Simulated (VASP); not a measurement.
# Ti2O (P-3m1) in VASP: further runs

The runs below take Ti2O through single point, with PBEsol.

Program: VASP 6.6.1. These are calculated values, not measurements. Logs are shortened: lines on timing, memory, paths and dates and some standing lists are left out, and cuts for length are marked.

## 1. The cell of the first run

Symmetry: P-3m1, No. 164, trigonal system. Conventional cell: a = 2.982 Å, b = 2.982 Å, c = 4.771 Å, α = 90.00°, β = 90.00°, γ = 120.00°. Ti (site symmetry 3m) has 3 O at 2.13 Å and 12 Ti at 2.85 to 3.03 Å within 3.1 Å. Within 2.8 Å of O (site symmetry -3m) lie 6 Ti at 2.13 Å.

## 2. Single point, PBEsol (equal strain along all axes, cell held: +1.0 %, then relaxed in part)

File INCAR:

```
ALGO = Normal
EDIFF = 1E-6
ENCUT = 520
GGA = PS
ISIF = 2
ISMEAR = 0
LASPH = True
LCHARG = True
LELF = True
LREAL = False
LVHAR = True
LWAVE = False
NBANDS = 22
NELM = 60
PREC = Accurate
SIGMA = 0.1
```

File KPOINTS:

```
k-points
0
Gamma
  24 24 12
```

File POSCAR:

```
Ti2O
1.0
    2.9824814990      0.0000000000      0.0000000000
   -1.4912407495      2.5829047444      0.0000000000
    0.0000000000      0.0000000000      4.7709709919
Ti O
2 1
Direct
    0.6666666667      0.3333333333      0.2615945201
    0.3333333333      0.6666666667      0.7384054799
    0.0000000000      0.0000000000      0.0000000000
```

Potentials or basis: VASP PAW PBE potentials, release 64 (Ti_sv, O).

Launch:

```console
> cat potpaw_PBE.64/Ti_sv/POTCAR potpaw_PBE.64/O/POTCAR > POTCAR
> mpirun -np 1 vasp_std > vasp.out
```

OUTCAR:

```text
EDIFF = 1E-6
   ENCUT = 520
   GGA = PS
   ISIF = 2
   ISMEAR = 0
   LASPH = True
   LREAL = False
   NELM = 60
   PREC = Accurate

 ion  position               nearest neighbor table
   1  0.667  0.333  0.262-   3 2.13   3 2.13   3 2.13   2 2.85   2 2.85   2 2.85
   2  0.333  0.667  0.738-   3 2.13   3 2.13   3 2.13   1 2.85   1 2.85   1 2.85
   3  0.000  0.000  0.000-   1 2.13   2 2.13   2 2.13   1 2.13   1 2.13   2 2.13

  LATTYP: Found a hexagonal cell.
 ALAT       =     2.9824814990
 C/A-ratio  =     1.5996649077

  Lattice vectors:

 A1 = (   2.9824814990,   0.0000000000,   0.0000000000)
 A2 = (  -1.4912407495,   2.5829047444,   0.0000000000)
 A3 = (   0.0000000000,   0.0000000000,   4.7709709919)

Analysis of symmetry for initial positions (statically):
=====================================================================
 Subroutine PRICEL returns:
 Original cell was already a primitive cell.

 Routine SETGRP: Setting up the symmetry group for a
 hexagonal supercell.

 Subroutine GETGRP returns: Found 12 space group operations
 (whereof 12 operations were pure point group operations)
 out of a pool of 24 trial point group operations.

The static configuration has the point symmetry D_3d.

Analysis of symmetry for dynamics (positions and initial velocities):
=====================================================================
 Subroutine PRICEL returns:
 Original cell was already a primitive cell.

 Routine SETGRP: Setting up the symmetry group for a
 hexagonal supercell.

 Subroutine GETGRP returns: Found 12 space group operations
 (whereof 12 operations were pure point group operations)
 out of a pool of 24 trial point group operations.

The dynamic configuration has the point symmetry D_3d.

 Subroutine INISYM returns: Found 12 space group operations
 (whereof 12 operations are pure point group operations),
 and found     1 'primitive' translations

----------------------------------------------------------------------------------------

                                     Primitive cell

  volume of cell :      36.7530

  direct lattice vectors                    reciprocal lattice vectors
     2.982481499  0.000000000  0.000000000     0.335291267  0.193580503  0.000000000
    -1.491240749  2.582904744  0.000000000     0.000000000  0.387161006  0.000000000
     0.000000000  0.000000000  4.770970992     0.000000000  0.000000000  0.209600939

  length of vectors
     2.982481499  2.982481499  4.770970992     0.387161006  0.387161006  0.209600939

  position of ions in fractional coordinates (direct lattice)
     0.666666667  0.333333333  0.261594520
     0.333333333  0.666666667  0.738405480
     0.000000000  0.000000000  0.000000000

  ion indices of the primitive-cell ions
   primitive index   ion index
                 1           1
                 2           2
                 3           3

----------------------------------------------------------------------------------------

 KPOINTS: k-points

Automatic generation of k-mesh.
 Grid dimensions read from file:
 generate k-points for:   24   24   12

 Generating k-lattice:

  Cartesian coordinates                     Fractional coordinates (reciprocal lattice)
     0.013970469  0.008065854  0.000000000     0.041666667  0.000000000  0.000000000
     0.000000000  0.016131709  0.000000000     0.000000000  0.041666667  0.000000000
     0.000000000  0.000000000  0.017466745     0.000000000  0.000000000  0.083333333

  Length of vectors
     0.016131709  0.016131709  0.017466745

  Shift w.r.t. Gamma in fractional coordinates (k-lattice)
     0.000000000  0.000000000  0.000000000

 Subroutine IBZKPT returns following result:
 ===========================================

 Found    667 irreducible k-points:

 Following reciprocal coordinates:
            Coordinates               Weight
  0.000000  0.000000  0.000000      1.000000
  0.041667 -0.000000  0.000000      6.000000
  0.083333 -0.000000  0.000000      6.000000
  0.125000  0.000000  0.000000      6.000000
  0.166667 -0.000000  0.000000      6.000000
  0.208333  0.000000  0.000000      6.000000
[... 16 lines left out ...]
  0.416667  0.041667  0.000000     12.000000
  0.458333  0.041667  0.000000     12.000000
 [... further k-points ...]
   k-points           NKPTS =    667   k-points in BZ     NKDIM =    667   number of bands    NBANDS=     22
   number of dos      NEDOS =    301   number of ions     NIONS =      3
   total plane-waves  NPLWV =  20736
   dimension x,y,z NGX =    24 NGY =   24 NGZ =   36
   dimension x,y,z NGXF=    48 NGYF=   48 NGZF=   72
   ions per type =               2   1
   NGX,Y,Z   is equivalent  to a cutoff of  13.38, 13.38, 12.54 a.u.
   NGXF,Y,Z  is equivalent  to a cutoff of  26.76, 26.76, 25.09 a.u.
 SYSTEM =  unknown system
   PREC   = accura    normal or accurate (medium, high low for compatibility)
   ISTART =      0    job   : 0-new  1-cont  2-samecut
   ICHARG =      2    charge: 1-file 2-atom 10-const
   ISPIN  =      1    spin polarized calculation?
   LNONCOLLINEAR =      F non collinear calculations
   LSORBIT =      F    spin-orbit coupling
   LASPH  =      T    aspherical Exc in radial PAW
   ENCUT  =  520.0 eV  38.22 Ry    6.18 a.u.   5.55  5.55  8.87*2*pi/ulx,y,z
   NELM   =     60;   NELMIN=  2; NELMDL= -5     # of ELM steps
   EDIFF  = 0.1E-05   stopping-criterion for ELM
   LREAL  =      F    real-space projection
   EDIFFG = 0.1E-04   stopping-criterion for IOM
   NSW    =      0    number of steps for IOM
   IBRION =     -1    ionic relax: 0-MD 1-quasi-New 2-CG
   NFREE  =      0    steps in history (QN), initial steepest desc. (CG)
   ISIF   =      2    stress and relaxation
   ISYM   =      2    0-nonsym 1-usesym 2-fastsym
   POTIM  = 0.5000    time-step for ionic-motion
   TEBEG  =    0.0;   TEEND  =   0.0 temperature during run
   PSTRESS=    0.0 pullay stress
   NELECT =      30.0000    total number of electrons
   NUPDOWN=      -1.0000    fix difference up-down
   EMIN   =  10.00;   EMAX   =-10.00  energy-range for DOS
   EFERMI =   0.00;   METHOD = LEGACY
   ISMEAR =     0;   SIGMA  =   0.10  broadening in eV -4-tet -1-fermi 0-gaus
   EFERMI_NEDOS =   21; number of points for ismear=-14 and -15
   IALGO  =     38    algorithm
   IMIX   =      4    mixing-type and parameters
     AMIX     =   0.40;   BMIX     =  1.00
     AMIX_MAG =   1.60;   BMIX_MAG =  1.00
  volume/ion in A,a.u.               =      12.25        82.67
  Fermi-wavevector in a.u.,A,eV,Ry     =   1.529975  2.891233 31.848828  2.340823
  Thomas-Fermi vector in A             =   2.637522
   LORBIT       =      0    0 simple, 1 ext, 2 COOP (PROOUT), +10 PAW based schemes
   GGA     = PS    functional components
   LHFCALC =     F    Hartree Fock is set to
   AEXX    =    0.0000 exact exchange contribution
   IVDW    =     0    specifies the selected vdW correction
   LEPSILON=     F    determine dielectric tensor
   LRPA    =     F    only Hartree local field effects (RPA)
 non-spin polarized calculation
 Gauss-broadening in eV      SIGMA  =   0.10
  energy-cutoff  :      520.00
  volume of cell :       36.75
 maximum number of plane-waves:      1015
 NGX is ok and might be reduce to    24
   NGX = 11   NGY = 11   NGZ = 17

 number of electron      30.0000004 magnetization

 Free energy of the ion-electron system (eV)
  ---------------------------------------------------
  ext. energy  EPLUGINS =         0.00000000
  ---------------------------------------------------
  free energy    TOTEN  =       -27.59698281 eV

  energy without entropy =      -27.59145591  energy(sigma->0) =      -27.59421936

 E-fermi :   9.6646     XC(G=0): -12.4196

 val. band max:        9.6506640737   @ k =   0.1667  -0.0000   0.2500
 cond. band min:       9.6654355415   @ k =   0.0000   0.0000   0.0000
 fundamental gap:      0.0147714678
 Fermi energy:         9.6645875457

 k-point     1 :       0.0000    0.0000    0.0000
  band No.  band energies     occupation
      1     -47.3474      2.00000
      2     -47.2263      2.00000
      3     -24.0848      2.00000
      4     -23.4678      2.00000
      5     -23.4678      2.00000
      6     -23.3868      2.00000
[... 14 lines left out ...]
     21      10.8269      0.00000
     22      13.5873      0.00000

 k-point     2 :       0.0417   -0.0000    0.0000
  band No.  band energies     occupation
      1     -47.3458      2.00000
      2     -47.2256      2.00000
      3     -24.0802      2.00000
      4     -23.4764      2.00000
      5     -23.4707      2.00000
      6     -23.3955      2.00000
[... 14 lines left out ...]
     21      10.9502      0.00000
     22      13.4463      0.00000

 k-point     3 :       0.0833   -0.0000    0.0000
  band No.  band energies     occupation
      1     -47.3411      2.00000
      2     -47.2237      2.00000
      3     -24.0667      2.00000
      4     -23.5016      2.00000
      5     -23.4790      2.00000
      6     -23.4207      2.00000
[... 14 lines left out ...]
     21      11.1553      0.00000
     22      13.1834      0.00000

 k-point     4 :       0.1250    0.0000    0.0000
  band No.  band energies     occupation
      1     -47.3336      2.00000
      2     -47.2208      2.00000
      3     -24.0448      2.00000
      4     -23.5413      2.00000
      5     -23.4918      2.00000
      6     -23.4597      2.00000
[... 14 lines left out ...]
     21      11.3787      0.00000
     22      12.9270      0.00000

 k-point     5 :       0.1667   -0.0000    0.0000
  band No.  band energies     occupation
      1     -47.3237      2.00000
      2     -47.2171      2.00000
      3     -24.0155      2.00000
      4     -23.5935      2.00000
      5     -23.5086      2.00000
      6     -23.5079      2.00000
[... 14 lines left out ...]
     21      11.7040      0.00000
     22      12.7126      0.00000

 k-point     6 :       0.2083    0.0000    0.0000
  band No.  band energies     occupation
      1     -47.3119      2.00000
      2     -47.2130      2.00000
      3     -23.9801      2.00000
      4     -23.6548      2.00000
      5     -23.5628      2.00000
      6     -23.5259      2.00000
[... 14 lines left out ...]
     21      12.0700      0.00000
     22      12.5709      0.00000

 k-point     7 :       0.2500    0.0000    0.0000
  band No.  band energies     occupation
      1     -47.2989      2.00000
      2     -47.2090      2.00000
      3     -23.9407      2.00000
      4     -23.7208      2.00000
      5     -23.6186      2.00000
      6     -23.5447      2.00000
[... 324 lines left out ...]
      6     -23.5719      2.00000
[... 14 lines left out ...]
     21      12.3597      0.00000
     22      13.1227      0.00000

 k-point    21 :       0.3333    0.0417    0.0000
  band No.  band energies     occupation
      1     -47.2650      2.00000
      2     -47.2018      2.00000
      3     -23.8974      2.00000
      4     -23.8109      2.00000
      5     -23.7421      2.00000
      6     -23.5891      2.00000
[... 14 lines left out ...]
     21      12.4242      0.00000
     22      13.0132      0.00000

 k-point    22 :       0.3750    0.0417    0.0000
  band No.  band energies     occupation
      1     -47.2538      2.00000
      2     -47.2009      2.00000
      3     -23.9385      2.00000
      4     -23.7925      2.00000
      5     -23.7600      2.00000
      6     -23.6029      2.00000
[... 14 lines left out ...]
     21      12.4844      0.00000
     22      12.8950      0.00000

 k-point    23 :       0.4167    0.0417    0.0000
  band No.  band energies     occupation
      1     -47.2451      2.00000
      2     -47.2010      2.00000
      3     -23.9705      2.00000
      4     -23.8087      2.00000
      5     -23.7350      2.00000
      6     -23.6125      2.00000
[... 14 lines left out ...]
     21      12.5201      0.00000
     22      12.7829      0.00000

 k-point    24 :       0.4583    0.0417    0.0000
  band No.  band energies     occupation
      1     -47.2402      2.00000
      2     -47.2014      2.00000
      3     -23.9874      2.00000
      4     -23.8202      2.00000
      5     -23.7155      2.00000
      6     -23.6176      2.00000
[... 14 lines left out ...]
     21      12.5856      0.00000
     22      12.6889      0.00000

 [... further k-points ...]

------------------------ aborting loop because EDIFF is reached ----------------------------------------

  FORCE on cell =-STRESS in cart. coord.  units (eV):
  Direction    XX          YY          ZZ          XY          YZ          ZX
  --------------------------------------------------------------------------------------
  -------------------------------------------------------------------------------------
  Total       -1.1540609     -1.1540609     -1.2588186      0.0000000      0.0000000      0.0000000
  in kB      -50.3090827    -50.3090827    -54.8757920      0.0000000      0.0000000      0.0000000
  external PRESSURE =     -51.8313191 kB  Pullay stress =       0.0000000 kB

 VOLUME and BASIS-vectors are now :
 -----------------------------------------------------------------------------
  energy-cutoff  :      520.00
  volume of cell :       36.75
      direct lattice vectors                 reciprocal lattice vectors
     2.982481499  0.000000000  0.000000000     0.335291267  0.193580503  0.000000000
    -1.491240749  2.582904744  0.000000000     0.000000000  0.387161006  0.000000000
     0.000000000  0.000000000  4.770970992     0.000000000  0.000000000  0.209600939

 POSITION                                       TOTAL-FORCE (eV/Angst)
 -----------------------------------------------------------------------------------
      1.49124      0.86097      1.24806        -0.000000      0.000000      0.041874
     -0.00000      1.72194      3.52291        -0.000000     -0.000000     -0.041874
      0.00000      0.00000      0.00000         0.000000      0.000000      0.000000
 -----------------------------------------------------------------------------------
    total drift:                                0.000000     -0.000000      0.000000

  FREE ENERGIE OF THE ION-ELECTRON SYSTEM (eV)
  ---------------------------------------------------
  free  energy   TOTEN  =       -27.5969828103 eV

  energy  without entropy=      -27.5914559092  energy(sigma->0) =      -27.59421936
```

Wall time 5.9 min (1 thread of Intel Xeon Platinum 8259CL at 2.50GHz (Skylake/Cascade Lake), shared host); peak memory 0.54 GiB.

Results:

- Free energy: -27.5970 eV
- Pressure: -5.2 GPa
- Largest force: 0.042 eV/Å
- Band gap on the k mesh: zero (bands 15 and 16 overlap by 0.72 eV)

Forces in eV/Å, atoms in the order of the input:
```
Ti   0.000  0.000  0.042
Ti   0.000  0.000 -0.042
O    0.000  0.000  0.000
```

Stress tensor (GPa, compression positive):
```
-5.03  0.00  0.00
 0.00 -5.03  0.00
 0.00  0.00 -5.49
```

Levels at points of the mesh, in eV from the Fermi level:
```csv
k point,band 13,band 14,band 15,band 16,band 17,band 18
"(0.00, 0.00, 0.00)",-3.67,0.00,0.18,0.55,0.55,0.99
"(0.50, 0.00, 0.00)",-2.58,-1.27,-0.53,1.26,1.71,2.76
"(0.00, 0.00, 0.50)",-1.80,-1.51,0.08,0.08,1.23,1.95
"(0.50, 0.00, 0.50)",-1.65,-1.20,-0.61,-0.13,1.07,2.55
```

Caveat: the cell differs from its parent crystal (equal strain along all axes, cell held: +1.0 %, then relaxed in part); the cell stands under tension; the PAW data sets were made with another functional, which shifts forces and pressure a little.

[end of part 1 of 2]
